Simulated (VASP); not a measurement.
# V (Im-3m) in VASP: further runs

V is run at these levels: PBE, PBE+D4; tasks: single point.

All numbers are computed with VASP 6.6.1; they aren't measurements. Logs are shortened: lines on timing, memory, paths and dates and some standing lists are left out, and cuts for length are marked.

## 1. The cell of the first run

The structure is cubic, space group Im-3m (No. 229). The conventional cell has a = 3.026 Å, b = 3.026 Å, c = 3.026 Å, α = 90.00°, β = 90.00°, γ = 90.00°. Within 3.5 Å of V (site symmetry m-3m) lie 14 V at 2.62 to 3.03 Å.

## 2. Single point, PBE, collinear spin, ferromagnetic start

Contents of INCAR:

```
  PREC = Accurate
  ENCUT = 500
  EDIFF = 1E-6
  ISMEAR = 1
  SIGMA = 0.06802846561497
  LREAL = F
  LASPH = T
  NELM = 200
  ALGO = Normal
  ISIF = 2
  LWAVE = F
  LCHARG = F
  ISPIN = 2
  MAGMOM = 0.51
  LORBIT = 11
  LMAXMIX = 4
  GGA = PE
  NBANDS = 16
  GGA_COMPAT = F
```

Contents of KPOINTS:

```
regular mesh
0
Gamma
  6 6 6
```

Contents of POSCAR:

```
V
1.0
   -1.5130000000      1.5130000000      1.5130000000
    1.5130000000     -1.5130000000      1.5130000000
    1.5130000000      1.5130000000     -1.5130000000
V
1
Direct
    0.0000000000      0.0000000000      0.0000000000
```

Potentials or basis: VASP PAW PBE potentials, release 64 (V_sv).

Launch:

```bash
cat potpaw_PBE.64/V_sv/POTCAR > POTCAR
mpirun -np 1 vasp_std > vasp.out
```

OUTCAR:

```text
PREC = Accurate
   ENCUT = 500
   EDIFF = 1E-6
   ISMEAR = 1
   LREAL = F
   LASPH = T
   NELM = 200
   ISIF = 2
   ISPIN = 2
   LORBIT = 11
   GGA = PE

 ion  position               nearest neighbor table
   1  0.000  0.000  0.000-

  LATTYP: Found a body centered cubic cell.
 ALAT       =     3.0260000000

  Lattice vectors:

 A1 = (  -1.5130000000,   1.5130000000,   1.5130000000)
 A2 = (   1.5130000000,  -1.5130000000,   1.5130000000)
 A3 = (   1.5130000000,   1.5130000000,  -1.5130000000)

Analysis of symmetry for initial positions (statically):
=====================================================================
 Subroutine PRICEL returns:
 Original cell was already a primitive cell.

 Routine SETGRP: Setting up the symmetry group for a
 body centered cubic supercell.

 Subroutine GETGRP returns: Found 48 space group operations
 (whereof 48 operations were pure point group operations)
 out of a pool of 48 trial point group operations.

The static configuration has the point symmetry O_h .

Analysis of symmetry for dynamics (positions and initial velocities):
=====================================================================
 Subroutine PRICEL returns:
 Original cell was already a primitive cell.

 Routine SETGRP: Setting up the symmetry group for a
 body centered cubic supercell.

 Subroutine GETGRP returns: Found 48 space group operations
 (whereof 48 operations were pure point group operations)
 out of a pool of 48 trial point group operations.

The dynamic configuration has the point symmetry O_h .

Analysis of structural, dynamic, and magnetic symmetry:
=====================================================================
 Subroutine PRICEL returns:
 Original cell was already a primitive cell.

 Routine SETGRP: Setting up the symmetry group for a
 body centered cubic supercell.

 Subroutine GETGRP returns: Found 48 space group operations
 (whereof 48 operations were pure point group operations)
 out of a pool of 48 trial point group operations.

The overall configuration has the point symmetry O_h .

 Subroutine INISYM returns: Found 48 space group operations
 (whereof 48 operations are pure point group operations),
 and found     1 'primitive' translations

----------------------------------------------------------------------------------------

                                     Primitive cell

  volume of cell :      13.8541

  direct lattice vectors                    reciprocal lattice vectors
    -1.513000000  1.513000000  1.513000000     0.000000000  0.330469266  0.330469266
     1.513000000 -1.513000000  1.513000000     0.330469266  0.000000000  0.330469266
     1.513000000  1.513000000 -1.513000000     0.330469266  0.330469266  0.000000000

  length of vectors
     2.620592872  2.620592872  2.620592872     0.467354118  0.467354118  0.467354118

  position of ions in fractional coordinates (direct lattice)
     0.000000000  0.000000000  0.000000000

  ion indices of the primitive-cell ions
   primitive index   ion index
                 1           1

----------------------------------------------------------------------------------------

 KPOINTS: regular mesh

Automatic generation of k-mesh.
 Grid dimensions read from file:
 generate k-points for:    6    6    6

 Generating k-lattice:

  Cartesian coordinates                     Fractional coordinates (reciprocal lattice)
     0.000000000  0.055078211  0.055078211     0.166666667  0.000000000  0.000000000
     0.055078211  0.000000000  0.055078211     0.000000000  0.166666667  0.000000000
     0.055078211  0.055078211  0.000000000     0.000000000  0.000000000  0.166666667

  Length of vectors
     0.077892353  0.077892353  0.077892353

  Shift w.r.t. Gamma in fractional coordinates (k-lattice)
     0.000000000  0.000000000  0.000000000

 Subroutine IBZKPT returns following result:
 ===========================================

 Found     16 irreducible k-points:

 Following reciprocal coordinates:
            Coordinates               Weight
  0.000000  0.000000  0.000000      1.000000
  0.166667  0.000000  0.000000     12.000000
  0.333333  0.000000  0.000000     12.000000
  0.500000  0.000000  0.000000      6.000000
  0.166667  0.166667  0.000000     24.000000
  0.333333  0.166667  0.000000     48.000000
[... 8 lines left out ...]
  0.500000  0.500000  0.333333     12.000000
  0.500000  0.500000  0.500000      1.000000
   k-points           NKPTS =     16   k-points in BZ     NKDIM =     16   number of bands    NBANDS=     16
   number of dos      NEDOS =    301   number of ions     NIONS =      1
   total plane-waves  NPLWV =   8000
   dimension x,y,z NGX =    20 NGY =   20 NGZ =   20
   dimension x,y,z NGXF=    40 NGYF=   40 NGZF=   40
   ions per type =               1
   NGX,Y,Z   is equivalent  to a cutoff of  12.69, 12.69, 12.69 a.u.
   NGXF,Y,Z  is equivalent  to a cutoff of  25.38, 25.38, 25.38 a.u.
 SYSTEM =  unknown system
   PREC   = accura    normal or accurate (medium, high low for compatibility)
   ISTART =      0    job   : 0-new  1-cont  2-samecut
   ICHARG =      2    charge: 1-file 2-atom 10-const
   ISPIN  =      2    spin polarized calculation?
   LNONCOLLINEAR =      F non collinear calculations
   LSORBIT =      F    spin-orbit coupling
   LASPH  =      T    aspherical Exc in radial PAW
   ENCUT  =  500.0 eV  36.75 Ry    6.06 a.u.   4.78  4.78  4.78*2*pi/ulx,y,z
   NELM   =    200;   NELMIN=  2; NELMDL= -5     # of ELM steps
   EDIFF  = 0.1E-05   stopping-criterion for ELM
   LREAL  =      F    real-space projection
   EDIFFG = 0.1E-04   stopping-criterion for IOM
   NSW    =      0    number of steps for IOM
   IBRION =     -1    ionic relax: 0-MD 1-quasi-New 2-CG
   NFREE  =      0    steps in history (QN), initial steepest desc. (CG)
   ISIF   =      2    stress and relaxation
   ISYM   =      2    0-nonsym 1-usesym 2-fastsym
   POTIM  = 0.5000    time-step for ionic-motion
   TEBEG  =    0.0;   TEEND  =   0.0 temperature during run
   PSTRESS=    0.0 pullay stress
   NELECT =      13.0000    total number of electrons
   NUPDOWN=      -1.0000    fix difference up-down
   EMIN   =  10.00;   EMAX   =-10.00  energy-range for DOS
   EFERMI =   0.00;   METHOD = LEGACY
   ISMEAR =     1;   SIGMA  =   0.07  broadening in eV -4-tet -1-fermi 0-gaus
   EFERMI_NEDOS =   21; number of points for ismear=-14 and -15
   IALGO  =     38    algorithm
   IMIX   =      4    mixing-type and parameters
     AMIX     =   0.40;   BMIX     =  1.00
     AMIX_MAG =   1.60;   BMIX_MAG =  1.00
  volume/ion in A,a.u.               =      13.85        93.49
  Fermi-wavevector in a.u.,A,eV,Ry     =   1.602742  3.028744 34.950411  2.568783
  Thomas-Fermi vector in A             =   2.699515
   LORBIT       =     11    0 simple, 1 ext, 2 COOP (PROOUT), +10 PAW based schemes
   GGA     = PE    functional components
   LHFCALC =     F    Hartree Fock is set to
   AEXX    =    0.0000 exact exchange contribution
   IVDW    =     0    specifies the selected vdW correction
   LEPSILON=     F    determine dielectric tensor
   LRPA    =     F    only Hartree local field effects (RPA)
 spin polarized calculation
 Methfessel and Paxton  Order N= 1 SIGMA  =   0.07
  energy-cutoff  :      500.00
  volume of cell :       13.85
 maximum number of plane-waves:       370
   NGX =  9   NGY =  9   NGZ =  9

 number of electron      12.9999996 magnetization       0.6399632

 Free energy of the ion-electron system (eV)
  ---------------------------------------------------
  ext. energy  EPLUGINS =         0.00000000
  ---------------------------------------------------
  free energy    TOTEN  =        -8.95063049 eV

  energy without entropy =       -8.95162655  energy(sigma->0) =       -8.95096251

 E-fermi :   9.4420     XC(G=0): -12.7425

 val. band max:        9.4313141878   @ k =   0.5000   0.5000   0.1667
 cond. band min:       9.5203859377   @ k =   0.0000   0.0000   0.0000
 fundamental gap:      0.0890717499
 Fermi energy:         9.4420059984

 spin component 1

 k-point     1 :       0.0000    0.0000    0.0000
  band No.  band energies     occupation
      1     -54.5689      1.00000
      2     -27.9122      1.00000
      3     -27.9122      1.00000
      4     -27.9122      1.00000
      5       2.6123      1.00000
      6       9.5204     -0.03456
[... 8 lines left out ...]
     15      36.2689      0.00000
     16      40.1852      0.00000

 k-point     2 :       0.1667    0.0000    0.0000
  band No.  band energies     occupation
      1     -54.5250      1.00000
      2     -28.1252      1.00000
      3     -27.9781      1.00000
      4     -27.9134      1.00000
      5       3.6498      1.00000
      6       9.1105      1.00000
[... 8 lines left out ...]
     15      35.2194      0.00000
     16      35.8545      0.00000
[... 234 lines left out ...]
      4     -28.3424      1.00000
      5       6.8346      1.00000
      6       6.9512      1.00000
[... 8 lines left out ...]
     15      33.2137      0.00000
     16      39.7408      0.00000

 k-point    16 :       0.5000    0.5000    0.5000
  band No.  band energies     occupation
      1     -54.2685      1.00000
      2     -28.4793      1.00000
      3     -28.4793      1.00000
      4     -28.4793      1.00000
      5       6.3525      1.00000
      6       6.3525      1.00000
[... 8 lines left out ...]
     15      30.4414      0.00000
     16      40.9013      0.00000
 Fermi energy:         9.4420059984

 spin component 2

 k-point     1 :       0.0000    0.0000    0.0000
  band No.  band energies     occupation
      1     -54.1363      1.00000
      2     -27.4853      1.00000
      3     -27.4853      1.00000
      4     -27.4853      1.00000
      5       3.0795      1.00000
      6      10.0743     -0.00000
[... 8 lines left out ...]
     15      36.5971      0.00000
     16      40.8038      0.00000

 k-point     2 :       0.1667    0.0000    0.0000
  band No.  band energies     occupation
      1     -54.0925      1.00000
      2     -27.6972      1.00000
      3     -27.5505      1.00000
      4     -27.4867      1.00000
      5       4.1169      1.00000
      6       9.6625     -0.00002
[... 8 lines left out ...]
     15      35.7608      0.00000
     16      36.3363      0.00000
[... 235 lines left out ...]
      5       7.1600      1.00000
      6       7.2790      1.00000
[... 8 lines left out ...]
     15      33.5646      0.00000
     16      40.3847      0.00000

 k-point    16 :       0.5000    0.5000    0.5000
  band No.  band energies     occupation
      1     -53.8374      1.00000
      2     -28.0475      1.00000
      3     -28.0475      1.00000
      4     -28.0475      1.00000
      5       6.6719      1.00000
      6       6.6719      1.00000
[... 8 lines left out ...]
     15      30.7622      0.00000
     16      41.5948      0.00000

------------------------ aborting loop because EDIFF is reached ----------------------------------------

  FORCE on cell =-STRESS in cart. coord.  units (eV):
  Direction    XX          YY          ZZ          XY          YZ          ZX
  --------------------------------------------------------------------------------------
  -------------------------------------------------------------------------------------
  Total       -0.3417508     -0.3417508     -0.3417508     -0.0000000     -0.0000000      0.0000000
  in kB      -39.5224019    -39.5224019    -39.5224019     -0.0000000     -0.0000000      0.0000000
  external PRESSURE =     -39.5224019 kB  Pullay stress =       0.0000000 kB

 VOLUME and BASIS-vectors are now :
 -----------------------------------------------------------------------------
  energy-cutoff  :      500.00
  volume of cell :       13.85
      direct lattice vectors                 reciprocal lattice vectors
    -1.513000000  1.513000000  1.513000000     0.000000000  0.330469266  0.330469266
     1.513000000 -1.513000000  1.513000000     0.330469266  0.000000000  0.330469266
     1.513000000  1.513000000 -1.513000000     0.330469266  0.330469266  0.000000000

 POSITION                                       TOTAL-FORCE (eV/Angst)
 -----------------------------------------------------------------------------------
      0.00000      0.00000      0.00000         0.000000      0.000000     -0.000000
 -----------------------------------------------------------------------------------
    total drift:                                0.000000     -0.000000      0.000000

  FREE ENERGIE OF THE ION-ELECTRON SYSTEM (eV)
  ---------------------------------------------------
  free  energy   TOTEN  =        -8.9506304888 eV

  energy  without entropy=       -8.9516265485  energy(sigma->0) =       -8.95096251

 total charge

# of ion       s       p       d       tot
------------------------------------------
    1        2.332   6.212   3.064  11.608

 magnetization (x)

# of ion       s       p       d       tot
------------------------------------------
    1        0.010   0.055   0.434   0.499
```

Wall time 6.6 s (1 thread of Intel Xeon Platinum 8375C at 2.90GHz (Ice Lake), shared host); peak memory 0.13 GiB.

What came out:

```
Free energy                                           : -8.9506 eV
Pressure                                              : -4.0 GPa
Net moment                                            : 0.64 μB per cell
Site moments                                          : V +0.50 μB
Valence electrons inside the program's atomic spheres : V 11.61
```

Caveat: the k points lie up to 0.49 Å⁻¹ apart.

## 3. Single point, PBE+D4, collinear spin, ferromagnetic start

This run uses another cell than the first one, of 13.80 Å³/atom, 0.996 times its volume.

Contents of INCAR:

```
PREC     = Accurate       # precision mode
ENCUT    = 500            # plane-wave cutoff, eV
EDIFF    = 1E-6           # SCF threshold, eV
ISMEAR   = 0              # smearing method
SIGMA    = 0.1            # smearing width, eV
LREAL    = False          # projectors in reciprocal space
LASPH    = True           # aspherical terms in the spheres
NELM     = 200            # most SCF steps
ALGO     = Normal         # electronic algorithm
ISIF     = 2              # what is computed and relaxed
LWAVE    = False          # write WAVECAR
LCHARG   = False          # write CHGCAR
ISPIN    = 2              # spin polarisation
MAGMOM   = 0.51           # initial moments
LORBIT   = 11             # projections on sites
LMAXMIX  = 4              # l up to which the mixer works
GGA      = PE             # functional
IVDW     = 13             # dispersion correction
NBANDS   = 16             # bands
GGA_COMPAT= False
```

KPOINTS is that of step 2.

Contents of POSCAR:

```
V
1.0
   -1.5109799709      1.5109799709      1.5109799709
    1.5109799709     -1.5109799709      1.5109799709
    1.5109799709      1.5109799709     -1.5109799709
V
1
Direct
    0.0000000000      0.0000000000      0.0000000000
```

Potentials or basis: VASP PAW PBE potentials, release 64 (V_sv).

Launch:

```bash
cat potpaw_PBE.64/V_sv/POTCAR > POTCAR
mpirun -np 1 vasp_std > vasp.out
```

Wall time 6.3 s (1 thread of Intel Xeon Platinum 8375C at 2.90GHz (Ice Lake), shared host); peak memory 0.14 GiB.

Results (log left out):

```
Free energy                                           : -9.2743 eV
Pressure                                              : -6.5 GPa
Net moment                                            : 0.62 μB per cell
Site moments                                          : V +0.49 μB
Valence electrons inside the program's atomic spheres : V 11.61
Dispersion energy per atom                            : -0.320 eV
```

Levels at points of the mesh, in eV from the Fermi level:
Spin up:
```csv
k point,band 5,band 6,band 7,band 8,band 9,band 10
"(0.00, 0.00, 0.00)",-6.79,0.11,0.11,0.11,2.20,2.20
"(0.50, 0.00, 0.00)",-3.34,-1.38,1.31,2.15,2.54,3.70
"(0.50, 0.50, 0.50)",-3.07,-3.07,3.32,3.32,3.32,9.69
```
Spin down:
```tsv
k point	band 2	band 3	band 4	band 5	band 6	band 7	band 8	band 9	band 10	band 11
(0.00, 0.00, 0.00)	-36.90	-36.90	-36.90	-6.35	0.65	0.65	0.65	2.45	2.45	20.48
(0.50, 0.00, 0.00)	-37.73	-37.16	-36.91	-2.90	-0.84	1.74	2.50	2.80	4.22	10.07
(0.50, 0.50, 0.50)	-37.47	-37.47	-37.47	-2.77	-2.77	3.84	3.84	3.84	10.21	10.21
```

Caveat: the k points lie up to 0.49 Å⁻¹ apart; pairwise dispersion overbinds metals, which lowers pressure and volume.

## 4. Single point, PBE, collinear spin, ferromagnetic start

Contents of INCAR:

```
PREC = Accurate
ENCUT = 500
EDIFF = 1E-6
ISMEAR = 1
SIGMA = 0.033
LREAL = False
LASPH = True
NELM = 200
ALGO = Normal
ISIF = 2
LWAVE = False
LCHARG = False
ISPIN = 2
MAGMOM = 0.51
LORBIT = 11
LMAXMIX = 4
GGA = PE
NBANDS = 16
GGA_COMPAT = False
```

Contents of KPOINTS:

```
Automatic mesh
0
Gamma
  6 6 6
```

Contents of POSCAR:

```
V
1.0
   -1.5130000000      1.5130000000      1.5130000000
    1.5130000000     -1.5130000000      1.5130000000
    1.5130000000      1.5130000000     -1.5130000000
V
1
Direct
    0.0000000000      0.0000000000      0.0000000000
```

Launch:

```bash
cat potpaw_PBE.64/V_sv/POTCAR > POTCAR
mpirun -np 1 vasp_std > vasp.out
```

Run time: 6.1 s. Hardware: 1 thread of Intel Xeon Platinum 8375C at 2.90GHz (Ice Lake), shared host; peak memory 0.13 GiB.

Results (log left out):

```yaml
Free_energy: -8.9508 eV
Pressure: -3.8 GPa
Net_moment: 0.64 μB per cell
Site_moments: V +0.50 μB
Valence_electrons_inside_the_program's_atomic_spheres: V 11.61
```

Levels at points of the mesh, in eV from the Fermi level:
Spin up:
```csv
k point,band 3,band 4,band 5,band 6,band 7,band 8,band 9,band 10,band 11,band 12
"(0.00, 0.00, 0.00)",-37.35,-37.35,-6.81,0.08,0.08,0.08,2.17,2.17,19.97,19.97
"(0.50, 0.00, 0.00)",-37.61,-37.35,-3.36,-1.40,1.26,2.12,2.51,3.66,9.54,15.43
"(0.50, 0.50, 0.50)",-37.92,-37.92,-3.08,-3.08,3.28,3.28,3.28,9.62,9.62,9.62
```
Spin down:
```
           k point  band 2  band 3  band 4  band 5  band 6  band 7  band 8  band 9  band 10  band 11
(0.00, 0.00, 0.00)  -36.92  -36.92  -36.92   -6.35    0.64    0.64    0.64    2.43     2.43    20.43
(0.50, 0.00, 0.00)  -37.74  -37.18  -36.93   -2.90   -0.84    1.71    2.48    2.78     4.19    10.01
(0.50, 0.50, 0.50)  -37.48  -37.48  -37.48   -2.76   -2.76    3.82    3.82    3.82    10.16    10.16
```

Caveat: the k points lie up to 0.49 Å⁻¹ apart.

## 5. The runs side by side

| level | cell | smearing | gap on the mesh (eV) | pressure (GPa) | moment (μB) |
| --- | --- | --- | --- | --- | --- |
| PBE | a = 2.621 Å, angles 109.5°, 1 atom | methfessel-paxton 0.0680285 eV | none | -4.0 | 0.64 |
| PBE+D4 | a = 2.617 Å, angles 109.5°, 1 atom | gaussian 0.1 eV | none | -6.5 | 0.62 |
| PBE | a = 2.621 Å, angles 109.5°, 1 atom | methfessel-paxton 0.033 eV | none | -3.8 | 0.64 |

Alike in all rows: task single point; potentials or basis VASP PAW PBE potentials, release 64 (V_sv); spin collinear, ferromagnetic start; k mesh 6 × 6 × 6; cutoff (eV) 500.

Caveats: all runs use coarse meshes; pairwise dispersion overbinds metals, which lowers pressure and volume (some runs).

Total energies depend on the potentials used, so only differences within one code and one set of settings carry meaning.
